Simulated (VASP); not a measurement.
# RbRu2 (P-3m1) in VASP: a series of runs, part 2 of 2

VASP 6.6.1.

**3. Single point, PBE, collinear spin, ferromagnetic start**

This run uses another cell than the first one, of 27.31 Å³/atom, 0.993 times its volume.

INCAR reads:

```
SYSTEM = RbRu2
ALGO = Normal
EDIFF = 1E-7
ENCUT = 520
GGA = PE
ISIF = 2
ISMEAR = 0
ISPIN = 2
LASPH = .True.
LCHARG = .False.
LMAXMIX = 4
LORBIT = 11
LREAL = .False.
LWAVE = .False.
MAGMOM = 0 1 1
NBANDS = 30
NELM = 150
PREC = Accurate
SIGMA = 0.1
```

KPOINTS reads:

```
k-points
0
Gamma
  6 6 4
  0 0 0
```

POSCAR reads:

```
RbRu2
1.0
    3.8000417827      0.0000000000      0.0000000000
   -1.9000208914      3.2909327193      0.0000000000
    0.0000000000      0.0000000000      6.5525720220
Rb Ru
1 2
Direct
    0.0000000000      0.0000000000      0.0000000000
    0.3333333333      0.6666666667      0.4350039306
    0.6666666667      0.3333333333      0.5649960694
```

Potentials or basis: VASP PAW PBE potentials, release 64 (Rb_sv, Ru_pv).

Started as:

```sh
$ cat potpaw_PBE.64/Rb_sv/POTCAR potpaw_PBE.64/Ru_pv/POTCAR > POTCAR
$ mpirun -np 1 vasp_std > vasp.out
```

OUTCAR:

```text
SYSTEM = RbRu2
   EDIFF = 1E-7
   ENCUT = 520
   GGA = PE
   ISIF = 2
   ISMEAR = 0
   ISPIN = 2
   LASPH = .True.
   LORBIT = 11
   LREAL = .False.
   NELM = 150
   PREC = Accurate

 ion  position               nearest neighbor table
   1  0.000  0.000  0.000-   2 3.60   3 3.60   3 3.60   2 3.60   3 3.60   2 3.60   3 4.30   2 4.30
                             3 4.30   2 4.30   3 4.30   2 4.30
   2  0.333  0.667  0.435-   3 2.35   3 2.35   3 2.35   1 3.60   1 3.60   1 3.60   1 4.30   1 4.30
                             1 4.30
   3  0.667  0.333  0.565-   2 2.35   2 2.35   2 2.35   1 3.60   1 3.60   1 3.60   1 4.30   1 4.30
                             1 4.30

  LATTYP: Found a hexagonal cell.
 ALAT       =     3.8000417827
 C/A-ratio  =     1.7243420985

  Lattice vectors:

 A1 = (   3.8000417827,   0.0000000000,   0.0000000000)
 A2 = (  -1.9000208914,   3.2909327193,   0.0000000000)
 A3 = (   0.0000000000,   0.0000000000,   6.5525720220)

Analysis of symmetry for initial positions (statically):
=====================================================================
 Subroutine PRICEL returns:
 Original cell was already a primitive cell.

 Routine SETGRP: Setting up the symmetry group for a
 hexagonal supercell.

 Subroutine GETGRP returns: Found 12 space group operations
 (whereof 12 operations were pure point group operations)
 out of a pool of 24 trial point group operations.

The static configuration has the point symmetry D_3d.

Analysis of symmetry for dynamics (positions and initial velocities):
=====================================================================
 Subroutine PRICEL returns:
 Original cell was already a primitive cell.

 Routine SETGRP: Setting up the symmetry group for a
 hexagonal supercell.

 Subroutine GETGRP returns: Found 12 space group operations
 (whereof 12 operations were pure point group operations)
 out of a pool of 24 trial point group operations.

The dynamic configuration has the point symmetry D_3d.

Analysis of structural, dynamic, and magnetic symmetry:
=====================================================================
 Subroutine PRICEL returns:
 Original cell was already a primitive cell.

 Routine SETGRP: Setting up the symmetry group for a
 hexagonal supercell.

 Subroutine GETGRP returns: Found 12 space group operations
 (whereof 12 operations were pure point group operations)
 out of a pool of 24 trial point group operations.

The overall configuration has the point symmetry D_3d.

 Subroutine INISYM returns: Found 12 space group operations
 (whereof 12 operations are pure point group operations),
 and found     1 'primitive' translations

----------------------------------------------------------------------------------------

                                     Primitive cell

  volume of cell :      81.9444

  direct lattice vectors                    reciprocal lattice vectors
     3.800041783  0.000000000  0.000000000     0.263155001  0.151932611  0.000000000
    -1.900020891  3.290932719  0.000000000     0.000000000  0.303865222  0.000000000
     0.000000000  0.000000000  6.552572022     0.000000000  0.000000000  0.152611829

  length of vectors
     3.800041783  3.800041783  6.552572022     0.303865222  0.303865222  0.152611829

  position of ions in fractional coordinates (direct lattice)
[... 76 lines left out ...]
   LSORBIT =      F    spin-orbit coupling
   LASPH  =      T    aspherical Exc in radial PAW
   ENCUT  =  520.0 eV  38.22 Ry    6.18 a.u.   7.07  7.07 12.18*2*pi/ulx,y,z
   NELM   =    150;   NELMIN=  2; NELMDL= -5     # of ELM steps
   EDIFF  = 0.1E-06   stopping-criterion for ELM
   LREAL  =      F    real-space projection
   EDIFFG = 0.1E-05   stopping-criterion for IOM
   NSW    =      0    number of steps for IOM
   IBRION =     -1    ionic relax: 0-MD 1-quasi-New 2-CG
   NFREE  =      0    steps in history (QN), initial steepest desc. (CG)
   ISIF   =      2    stress and relaxation
   ISYM   =      2    0-nonsym 1-usesym 2-fastsym
   POTIM  = 0.5000    time-step for ionic-motion
   TEBEG  =    0.0;   TEEND  =   0.0 temperature during run
   PSTRESS=    0.0 pullay stress
   NELECT =      37.0000    total number of electrons
   NUPDOWN=      -1.0000    fix difference up-down
   EMIN   =  10.00;   EMAX   =-10.00  energy-range for DOS
   EFERMI =   0.00;   METHOD = LEGACY
   ISMEAR =     0;   SIGMA  =   0.10  broadening in eV -4-tet -1-fermi 0-gaus
   EFERMI_NEDOS =   21; number of points for ismear=-14 and -15
   IALGO  =     38    algorithm
   IMIX   =      4    mixing-type and parameters
     AMIX     =   0.40;   BMIX     =  1.00
     AMIX_MAG =   1.60;   BMIX_MAG =  1.00
  volume/ion in A,a.u.               =      27.31       184.33
  Fermi-wavevector in a.u.,A,eV,Ry     =   1.255940  2.373383 21.461642  1.577386
  Thomas-Fermi vector in A             =   2.389673
   LORBIT       =     11    0 simple, 1 ext, 2 COOP (PROOUT), +10 PAW based schemes
   GGA     = PE    functional components
   LHFCALC =     F    Hartree Fock is set to
   AEXX    =    0.0000 exact exchange contribution
   IVDW    =     0    specifies the selected vdW correction
   LEPSILON=     F    determine dielectric tensor
   LRPA    =     F    only Hartree local field effects (RPA)
 spin polarized calculation
 Gauss-broadening in eV      SIGMA  =   0.10
  energy-cutoff  :      520.00
  volume of cell :       81.94
 maximum number of plane-waves:      2227
   NGX = 15   NGY = 15   NGZ = 25

 number of electron      37.0000015 magnetization       0.7075331

 Free energy of the ion-electron system (eV)
  ---------------------------------------------------
  ext. energy  EPLUGINS =         0.00000000
  ---------------------------------------------------
  free energy    TOTEN  =       -16.11250260 eV

  energy without entropy =      -16.08844402  energy(sigma->0) =      -16.10047331

 E-fermi :   4.3589     XC(G=0):  -9.5495

 val. band max:        4.3440614618   @ k =  -0.1667   0.5000   0.2500
 cond. band min:       4.3700865386   @ k =   0.1667   0.1667   0.2500
 fundamental gap:      0.0260250768
 Fermi energy:         4.3589020805

 spin component 1

 k-point     1 :       0.0000    0.0000    0.0000
  band No.  band energies     occupation
      1     -38.8927      1.00000
      2     -38.8927      1.00000
      3     -38.1700      1.00000
      4     -38.0965      1.00000
      5     -37.9254      1.00000
      6     -37.9254      1.00000
[... 781 lines left out ...]
     29      13.0689      0.00000
     30      13.0689      0.00000
 Fermi energy:         4.3589020805

 spin component 2

 k-point     1 :       0.0000    0.0000    0.0000
  band No.  band energies     occupation
      1     -38.7208      1.00000
      2     -38.7208      1.00000
      3     -37.8781      1.00000
      4     -37.8025      1.00000
      5     -37.7484      1.00000
      6     -37.7484      1.00000
[... 781 lines left out ...]
     29      13.1703      0.00000
     30      13.1716      0.00000

------------------------ aborting loop because EDIFF is reached ----------------------------------------

  FORCE on cell =-STRESS in cart. coord.  units (eV):
  Direction    XX          YY          ZZ          XY          YZ          ZX
  --------------------------------------------------------------------------------------
  -------------------------------------------------------------------------------------
  Total        0.2278931      0.2278931     -0.0080480     -0.0000000     -0.0000000     -0.0000000
  in kB        4.4557678      4.4557678     -0.1573553     -0.0000000     -0.0000000     -0.0000000
  external PRESSURE =       2.9180601 kB  Pullay stress =       0.0000000 kB

 VOLUME and BASIS-vectors are now :
 -----------------------------------------------------------------------------
  energy-cutoff  :      520.00
  volume of cell :       81.94
      direct lattice vectors                 reciprocal lattice vectors
     3.800041783  0.000000000  0.000000000     0.263155001  0.151932611  0.000000000
    -1.900020891  3.290932719  0.000000000     0.000000000  0.303865222  0.000000000
     0.000000000  0.000000000  6.552572022     0.000000000  0.000000000  0.152611829

 POSITION                                       TOTAL-FORCE (eV/Angst)
 -----------------------------------------------------------------------------------
      0.00000      0.00000      0.00000        -0.000000      0.000000      0.000000
     -0.00000      2.19396      2.85039         0.000000      0.000000      0.052411
      1.90002      1.09698      3.70218        -0.000000      0.000000     -0.052411
 -----------------------------------------------------------------------------------
    total drift:                               -0.000000      0.000000     -0.000000

  FREE ENERGIE OF THE ION-ELECTRON SYSTEM (eV)
  ---------------------------------------------------
  free  energy   TOTEN  =       -16.1125026038 eV

  energy  without entropy=      -16.0884440184  energy(sigma->0) =      -16.10047331

 total charge

# of ion       s       p       d       tot
------------------------------------------
    1        1.965   5.313   0.042   7.321
    2        0.447   6.150   6.081  12.678
    3        0.447   6.150   6.081  12.678
--------------------------------------------------
tot          2.860  17.612  12.204  32.677

 magnetization (x)

# of ion       s       p       d       tot
------------------------------------------
    1        0.000   0.008   0.004   0.011
    2        0.007   0.005   0.273   0.285
    3        0.007   0.005   0.273   0.285
--------------------------------------------------
tot          0.014   0.017   0.550   0.581
```

OSZICAR:

```text
N       E                     dE             d eps       ncg     rms          rms(c)
DAV:   1     0.342658664460E+03    0.34266E+03   -0.20693E+04  2936   0.118E+03
DAV:   2    -0.611763043955E+01   -0.34878E+03   -0.33526E+03  3152   0.351E+02
DAV:   3    -0.165062267335E+02   -0.10389E+02   -0.10282E+02  3790   0.617E+01
DAV:   4    -0.167113801024E+02   -0.20515E+00   -0.20456E+00  3980   0.619E+00
DAV:   5    -0.167148032724E+02   -0.34232E-02   -0.34227E-02  3730   0.643E-01    0.113E+01
DAV:   6    -0.162068923130E+02    0.50791E+00   -0.13187E+00  3234   0.679E+00    0.448E+00
DAV:   7    -0.161146235000E+02    0.92269E-01   -0.47359E-01  3244   0.277E+00    0.268E+00
DAV:   8    -0.161113201860E+02    0.33033E-02   -0.53589E-02  3628   0.137E+00    0.105E+00
DAV:   9    -0.161115085464E+02   -0.18836E-03   -0.66898E-03  3646   0.499E-01    0.553E-01
DAV:  10    -0.161122957087E+02   -0.78716E-03   -0.35204E-03  3290   0.332E-01    0.137E-01
DAV:  11    -0.161124617968E+02   -0.16609E-03   -0.43517E-04  3414   0.120E-01    0.558E-02
DAV:  12    -0.161124922783E+02   -0.30481E-04   -0.57926E-05  3326   0.453E-02    0.258E-02
DAV:  13    -0.161125004307E+02   -0.81524E-05   -0.12038E-05  3404   0.160E-02    0.149E-02
DAV:  14    -0.161125025376E+02   -0.21069E-05   -0.57608E-06  3506   0.111E-02    0.648E-03
DAV:  15    -0.161125026038E+02   -0.66166E-07   -0.84457E-07  3750   0.421E-03
   1 F= -.16112503E+02 E0= -.16100473E+02  d E =-.240586E-01  mag=     0.7071
```

Run time: 1.9 min. Hardware: 1 thread of Intel Xeon Platinum 8488C (Sapphire Rapids), shared host; peak memory 0.27 GiB.

Results:

```yaml
Free_energy: -16.1125 eV
Pressure: 0.3 GPa
Largest_force: 0.052 eV/Å
Net_moment: 0.71 μB per cell
Site_moments: Rb +0.01; Ru +0.28 μB
Valence_electrons_inside_the_program's_atomic_spheres: Rb 7.32; Ru 12.68
```

Forces on the atoms (eV/Å):
```
Rb   0.000  0.000  0.000
Ru   0.000  0.000  0.052
Ru   0.000  0.000 -0.052
```

Levels at points of the mesh, in eV from the Fermi level:
Spin up:
```
           k point  band 17  band 18  band 19  band 20  band 21  band 22
(0.00, 0.00, 0.00)    -2.07     0.45     0.45     0.81     0.95     0.95
(0.50, 0.00, 0.00)    -0.93    -0.63    -0.03     0.33     1.26     1.99
(0.00, 0.00, 0.50)    -1.50    -1.37     0.39     0.39     0.99     0.99
(0.50, 0.00, 0.50)    -0.64    -0.51    -0.47     0.93     1.31     1.94
```
Spin down:
```
           k point  band 16  band 17  band 18  band 19  band 20  band 21
(0.00, 0.00, 0.00)    -2.07    -1.79     0.63     0.63     1.07     1.18
(0.50, 0.00, 0.00)    -1.85    -0.73    -0.41     0.29     0.51     1.41
(0.00, 0.00, 0.50)    -2.20    -1.26    -1.02     0.56     0.56     1.22
(0.50, 0.00, 0.50)    -1.95    -0.42    -0.28    -0.18     1.08     1.46
```
